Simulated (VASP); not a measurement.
# AlNi (I4/mmm) in VASP: further runs, part 3 of 3

VASP 6.6.1. The steps go on from the part before.

## 6. Single point, PBEsol (atoms displaced along a vibrational mode)

INCAR

```
PREC     = Accurate       # precision mode
ENCUT    = 600            # plane-wave cutoff, eV
EDIFF    = 1E-6           # SCF threshold, eV
ISMEAR   = 0              # smearing method
SIGMA    = 0.15           # smearing width, eV
LREAL    = False          # projectors in reciprocal space
LASPH    = True           # aspherical terms in the spheres
NELM     = 120            # most SCF steps
ALGO     = Normal         # electronic algorithm
ISIF     = 2              # what is computed and relaxed
LWAVE    = False          # write WAVECAR
LCHARG   = False          # write CHGCAR
GGA      = PS             # functional
NBANDS   = 21             # bands
GGA_COMPAT= False
```

KPOINTS

```
Automatic mesh
0
Gamma
  18 18 18
```

POSCAR

```
AlNi
1.0
   -2.8621655520      0.0000000000     -2.8621655520
    0.0000000000     -2.8621655520     -2.8621655520
   -2.8621655520     -2.8621655520      0.0000000000
Al Ni
2 2
Direct
    0.5000000000      0.5000000000      0.5000000000
    0.0000000000      0.0000000000      0.0000000000
    0.2683427545      0.2683427545      0.2316572455
    0.7316572455      0.7316572455      0.7683427545
```

Potentials or basis: VASP PAW PBE potentials, release 64 (Al, Ni).

The run is started by

```console
$ cat potpaw_PBE.64/Al/POTCAR potpaw_PBE.64/Ni/POTCAR > POTCAR
$ mpirun -np 1 vasp_std > vasp.out
```

OUTCAR:

```text
PREC = Accurate
   ENCUT = 600
   EDIFF = 1E-6
   ISMEAR = 0
   LREAL = False
   LASPH = True
   NELM = 120
   ISIF = 2
   GGA = PS

 ion  position               nearest neighbor table
   1  0.500  0.500  0.500-   3 2.42   4 2.42   3 2.42   4 2.42   3 2.54   3 2.54   4 2.54   4 2.54
                             2 2.86   2 2.86   2 2.86   2 2.86   2 2.86   2 2.86
   2  0.000  0.000  0.000-   4 2.42   4 2.42   3 2.42   3 2.42   4 2.54   3 2.54   4 2.54   3 2.54
                             1 2.86   1 2.86   1 2.86   1 2.86   1 2.86   1 2.86
   3  0.268  0.268  0.232-   1 2.42   2 2.42   2 2.42   1 2.42   2 2.54   2 2.54   1 2.54   1 2.54
                             4 2.65   4 2.87   4 2.87   4 2.87   4 2.87   4 3.07
   4  0.732  0.732  0.768-   1 2.42   1 2.42   2 2.42   2 2.42   2 2.54   2 2.54   1 2.54   1 2.54
                             3 2.65   3 2.87   3 2.87   3 2.87   3 2.87   3 3.07

  LATTYP: Found a face centered cubic cell.
 ALAT       =     5.7243311040

  Lattice vectors:

 A1 = (  -2.8621655520,   0.0000000000,  -2.8621655520)
 A2 = (   0.0000000000,  -2.8621655520,  -2.8621655520)
 A3 = (  -2.8621655520,  -2.8621655520,   0.0000000000)

Analysis of symmetry for initial positions (statically):
=====================================================================
 Subroutine PRICEL returns:
 Original cell was already a primitive cell.

 Routine SETGRP: Setting up the symmetry group for a
 face centered cubic supercell.

 Subroutine GETGRP returns: Found 16 space group operations
 (whereof  8 operations were pure point group operations)
 out of a pool of 48 trial point group operations.

The static configuration has the point symmetry D_2h.
 The point group associated with its full space group is D_4h.

Analysis of symmetry for dynamics (positions and initial velocities):
=====================================================================
 Subroutine PRICEL returns:
 Original cell was already a primitive cell.

 Routine SETGRP: Setting up the symmetry group for a
 face centered cubic supercell.

[... 130 lines left out ...]
  volume/ion in A,a.u.               =      11.72        79.11
  Fermi-wavevector in a.u.,A,eV,Ry     =   1.344914  2.541519 24.610134  1.808794
  Thomas-Fermi vector in A             =   2.472869
   LORBIT       =      0    0 simple, 1 ext, 2 COOP (PROOUT), +10 PAW based schemes
   GGA     = PS    functional components
   LHFCALC =     F    Hartree Fock is set to
   AEXX    =    0.0000 exact exchange contribution
   IVDW    =     0    specifies the selected vdW correction
   LEPSILON=     F    determine dielectric tensor
   LRPA    =     F    only Hartree local field effects (RPA)
 non-spin polarized calculation
 Gauss-broadening in eV      SIGMA  =   0.15
  energy-cutoff  :      600.00
  volume of cell :       46.89
 maximum number of plane-waves:      1588
   NGX = 17   NGY = 17   NGZ = 17

 number of electron      25.9999997 magnetization

 Free energy of the ion-electron system (eV)
  ---------------------------------------------------
  ext. energy  EPLUGINS =         0.00000000
  ---------------------------------------------------
  free energy    TOTEN  =       -23.10925381 eV

  energy without entropy =      -23.09149870  energy(sigma->0) =      -23.10037626

 E-fermi :  10.1499     XC(G=0): -12.2565

 val. band max:       10.1461121097   @ k =   0.0000  -0.3333   0.3333
 cond. band min:      10.1500497626   @ k =   0.2778   0.0556   0.4444
 fundamental gap:      0.0039376529
 Fermi energy:        10.1499013363

 k-point     1 :       0.0000    0.0000    0.0000
  band No.  band energies     occupation
      1      -1.1165      2.00000
      2       5.9460      2.00000
      3       5.9460      2.00000
      4       5.9768      2.00000
      5       6.8143      2.00000
      6       6.8214      2.00000
[... 565 lines left out ...]
     20      18.8287      0.00000
     21      19.7939      0.00000

 [... further k-points ...]

------------------------ aborting loop because EDIFF is reached ----------------------------------------

  FORCE on cell =-STRESS in cart. coord.  units (eV):
  Direction    XX          YY          ZZ          XY          YZ          ZX
  --------------------------------------------------------------------------------------
  -------------------------------------------------------------------------------------
  Total        0.2541042      0.2541042      0.6338267      0.0000000      0.0000000      0.0000000
  in kB        8.6817675      8.6817675     21.6554325      0.0000000      0.0000000      0.0000000
  external PRESSURE =      13.0063225 kB  Pullay stress =       0.0000000 kB

 VOLUME and BASIS-vectors are now :
 -----------------------------------------------------------------------------
  energy-cutoff  :      600.00
  volume of cell :       46.89
      direct lattice vectors                 reciprocal lattice vectors
    -2.862165552  0.000000000 -2.862165552    -0.174692900  0.174692900 -0.174692900
     0.000000000 -2.862165552 -2.862165552     0.174692900 -0.174692900 -0.174692900
    -2.862165552 -2.862165552  0.000000000    -0.174692900 -0.174692900  0.174692900

 POSITION                                       TOTAL-FORCE (eV/Angst)
 -----------------------------------------------------------------------------------
     -2.86217     -2.86217     -2.86217        -0.000000      0.000000      0.000000
      0.00000      0.00000      0.00000         0.000000      0.000000     -0.000000
     -1.43108     -1.43108     -1.53608         0.000000      0.000000      0.723431
     -4.29325     -4.29325     -4.18825         0.000000      0.000000     -0.723431
 -----------------------------------------------------------------------------------
    total drift:                               -0.000000     -0.000000     -0.000000

  FREE ENERGIE OF THE ION-ELECTRON SYSTEM (eV)
  ---------------------------------------------------
  free  energy   TOTEN  =       -23.1092538145 eV

  energy  without entropy=      -23.0914986961  energy(sigma->0) =      -23.10037626
```

OSZICAR:

```text
N       E                     dE             d eps       ncg     rms          rms(c)
DAV:   1     0.134924738895E+03    0.13492E+03   -0.12389E+04 20296   0.157E+03
DAV:   2    -0.193699365157E+02   -0.15429E+03   -0.14668E+03 20305   0.286E+02
DAV:   3    -0.262496099602E+02   -0.68797E+01   -0.67265E+01 23900   0.751E+01
DAV:   4    -0.263849803287E+02   -0.13537E+00   -0.13524E+00 22898   0.930E+00
DAV:   5    -0.263898413155E+02   -0.48610E-02   -0.48607E-02 24042   0.186E+00    0.181E+01
DAV:   6    -0.301883055674E+02   -0.37985E+01   -0.50658E+01 22798   0.134E+02    0.229E+01
DAV:   7    -0.231558691071E+02    0.70324E+01   -0.18951E+01 22735   0.822E+01    0.169E+00
DAV:   8    -0.231422998266E+02    0.13569E-01   -0.85943E-01 28131   0.929E+00    0.152E+00
DAV:   9    -0.231106863782E+02    0.31613E-01   -0.71604E-02 24857   0.421E+00    0.353E-01
DAV:  10    -0.231092705724E+02    0.14158E-02   -0.47850E-03 30757   0.107E+00    0.105E-01
DAV:  11    -0.231092573856E+02    0.13187E-04   -0.21382E-04 28450   0.167E-01    0.480E-02
DAV:  12    -0.231092555605E+02    0.18250E-05   -0.87438E-06 25096   0.352E-02    0.193E-02
DAV:  13    -0.231092537829E+02    0.17776E-05   -0.20609E-06 16543   0.151E-02    0.141E-03
DAV:  14    -0.231092538145E+02   -0.31651E-07   -0.29785E-07 11745   0.482E-03
   1 F= -.23109254E+02 E0= -.23100376E+02  d E =-.177551E-01
```

stdout:

```text
POSCAR found type information on POSCAR AlNi
 POSCAR found :  2 types and       4 ions
 scaLAPACK will be used
 -----------------------------------------------------------------------------
|                                                                             |
|                                                                             |
|     You enforced a specific xc type in the INCAR file but a different       |
|     I HOPE YOU KNOW WHAT YOU ARE DOING!                                     |
|                                                                             |
 -----------------------------------------------------------------------------

 LDA part: xc-table for (Slater+PW92), standard interpolation
 POSCAR, INCAR and KPOINTS ok, starting setup
 FFT: planning ... GRIDC
 FFT: planning ... GRID_SOFT
 FFT: planning ... GRID
 WAVECAR not read
 entering main loop
```

Wall time 8.8 min (1 thread of Intel Xeon 8259CL, shared host); peak memory 0.59 GiB.

What came out:

```
Free energy            : -23.1093 eV
Pressure               : 1.3 GPa
Largest force          : 0.723 eV/Å
Band gap on the k mesh : zero (bands 13 and 14 overlap by 2.73 eV)
```

Forces on the atoms (eV/Å):
```
Al   0.000  0.000  0.000
Al   0.000  0.000  0.000
Ni   0.000  0.000  0.723
Ni   0.000  0.000 -0.723
```

Caveat: the cell differs from its parent crystal (atoms displaced along a vibrational mode); the PAW data sets were made with another functional, which shifts forces and pressure a little. Spin polarisation is off, so any magnetic state and its effect on volume and gap are missing.

## 7. Single point, PBEsol (atoms displaced along a vibrational mode)

INCAR

```
SYSTEM = AlNi
PREC = Accurate
ENCUT = 600
EDIFF = 1E-6
ISMEAR = 0
SIGMA = 0.15
LREAL = .FALSE.
LASPH = .TRUE.
NELM = 120
ALGO = Normal
ISIF = 2
LWAVE = .FALSE.
LCHARG = .FALSE.
GGA = PS
NBANDS = 21
GGA_COMPAT = .FALSE.
```

KPOINTS

```
Automatic mesh
0
G
  18 18 18
  0 0 0
```

POSCAR, as its differences from that of step 6:

```diff
@@ -10,3 +10,3 @@
     0.0000000000      0.0000000000      0.0000000000
-    0.2683427545      0.2683427545      0.2316572455
-    0.7316572455      0.7316572455      0.7683427545
+    0.2631019675      0.2631019675      0.2368980325
+    0.7368980325      0.7368980325      0.7631019675
```

Potentials or basis: VASP PAW PBE potentials, release 64 (Al, Ni).

The run is started by

```console
$ cat potpaw_PBE.64/Al/POTCAR potpaw_PBE.64/Ni/POTCAR > POTCAR
$ mpirun -np 1 vasp_std > vasp.out
```

OUTCAR:

```text
SYSTEM = AlNi
   PREC = Accurate
   ENCUT = 600
   EDIFF = 1E-6
   ISMEAR = 0
   LREAL = .FALSE.
   LASPH = .TRUE.
   NELM = 120
   ISIF = 2
   GGA = PS

 ion  position               nearest neighbor table
   1  0.500  0.500  0.500-   3 2.44   4 2.44   4 2.44   3 2.44   3 2.52   3 2.52   4 2.52   4 2.52
                             2 2.86   2 2.86   2 2.86   2 2.86   2 2.86   2 2.86
   2  0.000  0.000  0.000-   4 2.44   4 2.44   3 2.44   3 2.44   4 2.52   3 2.52   4 2.52   3 2.52
                             1 2.86   1 2.86   1 2.86   1 2.86   1 2.86   1 2.86
   3  0.263  0.263  0.237-   2 2.44   2 2.44   1 2.44   1 2.44   2 2.52   2 2.52   1 2.52   1 2.52
                             4 2.71   4 2.87   4 2.87   4 2.87   4 2.87   4 3.01
   4  0.737  0.737  0.763-   1 2.44   2 2.44   2 2.44   1 2.44   2 2.52   1 2.52   1 2.52   2 2.52
[... 782 lines left out ...]
  Total        0.1489208      0.1489208      0.3419635      0.0000000      0.0000000      0.0000000
  in kB        5.0880532      5.0880532     11.6835857      0.0000000      0.0000000      0.0000000
  external PRESSURE =       7.2865640 kB  Pullay stress =       0.0000000 kB

 VOLUME and BASIS-vectors are now :
 -----------------------------------------------------------------------------
  energy-cutoff  :      600.00
  volume of cell :       46.89
      direct lattice vectors                 reciprocal lattice vectors
    -2.862165552  0.000000000 -2.862165552    -0.174692900  0.174692900 -0.174692900
     0.000000000 -2.862165552 -2.862165552     0.174692900 -0.174692900 -0.174692900
    -2.862165552 -2.862165552  0.000000000    -0.174692900 -0.174692900  0.174692900

 POSITION                                       TOTAL-FORCE (eV/Angst)
 -----------------------------------------------------------------------------------
     -2.86217     -2.86217     -2.86217        -0.000000      0.000000      0.000000
      0.00000      0.00000      0.00000         0.000000      0.000000      0.000000
     -1.43108     -1.43108     -1.50608         0.000000      0.000000      0.494663
     -4.29325     -4.29325     -4.21825         0.000000      0.000000     -0.494663
 -----------------------------------------------------------------------------------
    total drift:                               -0.000000     -0.000000     -0.000000

  FREE ENERGIE OF THE ION-ELECTRON SYSTEM (eV)
  ---------------------------------------------------
  free  energy   TOTEN  =       -23.1456448996 eV

  energy  without entropy=      -23.1278183916  energy(sigma->0) =      -23.13673165
```

OSZICAR:

```text
N       E                     dE             d eps       ncg     rms          rms(c)
DAV:   1     0.134921147102E+03    0.13492E+03   -0.12386E+04 20280   0.157E+03
DAV:   2    -0.194085894349E+02   -0.15433E+03   -0.14669E+03 20285   0.286E+02
DAV:   3    -0.262929679594E+02   -0.68844E+01   -0.67291E+01 23845   0.751E+01
DAV:   4    -0.264287972268E+02   -0.13583E+00   -0.13569E+00 22864   0.929E+00
DAV:   5    -0.264336856732E+02   -0.48884E-02   -0.48882E-02 23952   0.186E+00    0.181E+01
DAV:   6    -0.302808601226E+02   -0.38472E+01   -0.50737E+01 22776   0.135E+02    0.231E+01
DAV:   7    -0.231912740705E+02    0.70896E+01   -0.18956E+01 22775   0.823E+01    0.170E+00
DAV:   8    -0.231780533797E+02    0.13221E-01   -0.85438E-01 27988   0.928E+00    0.150E+00
DAV:   9    -0.231470381730E+02    0.31015E-01   -0.68150E-02 25467   0.409E+00    0.351E-01
DAV:  10    -0.231456507773E+02    0.13874E-02   -0.43145E-03 30815   0.102E+00    0.108E-01
DAV:  11    -0.231456492191E+02    0.15581E-05   -0.17380E-04 27579   0.138E-01    0.497E-02
DAV:  12    -0.231456462723E+02    0.29468E-05   -0.10253E-05 26736   0.470E-02    0.149E-02
DAV:  13    -0.231456448550E+02    0.14173E-05   -0.11993E-06 13577   0.103E-02    0.155E-03
DAV:  14    -0.231456448996E+02   -0.44553E-07   -0.26438E-07 11670   0.417E-03
   1 F= -.23145645E+02 E0= -.23136732E+02  d E =-.178265E-01
```

Wall time 9.2 min (1 thread of Intel Xeon 8259CL, shared host); peak memory 0.59 GiB.

Results:

* Free energy: -23.1456 eV
* Pressure: 0.7 GPa
* Largest force: 0.495 eV/Å
* Band gap on the k mesh: zero (bands 13 and 14 overlap by 2.69 eV)

Forces on the atoms (eV/Å):
```
Al   0.000  0.000  0.000
Al   0.000  0.000  0.000
Ni   0.000  0.000  0.495
Ni   0.000  0.000 -0.495
```

Caveat: the cell differs from its parent crystal (atoms displaced along a vibrational mode); the PAW data sets were made with another functional, which shifts forces and pressure a little. Spin polarisation is off, so any magnetic state and its effect on volume and gap are missing.

## 8. The runs side by side

```tsv
cell	gap on the mesh (eV)	pressure (GPa)	largest force (eV/Å)
as given, atomic positions A	none	1.7	0.85
as given, atomic positions B	none	1.0	0.61
as given, atomic positions C	none	0.5	0.39
as given, atomic positions D	none	0.2	0.19
as given, atomic positions E	none	1.3	0.72
as given, atomic positions F	none	0.7	0.49
```

Alike in all rows: task single point; level PBEsol; potentials or basis VASP PAW PBE potentials, release 64 (Al, Ni); no spin polarisation; k mesh 18 × 18 × 18; cutoff (eV) 600; smearing gaussian 0.15 eV.

Caveats: the PAW data sets were made with another functional, which shifts forces and pressure a little.

Absolute energies hang on the potentials; compare differences alone.
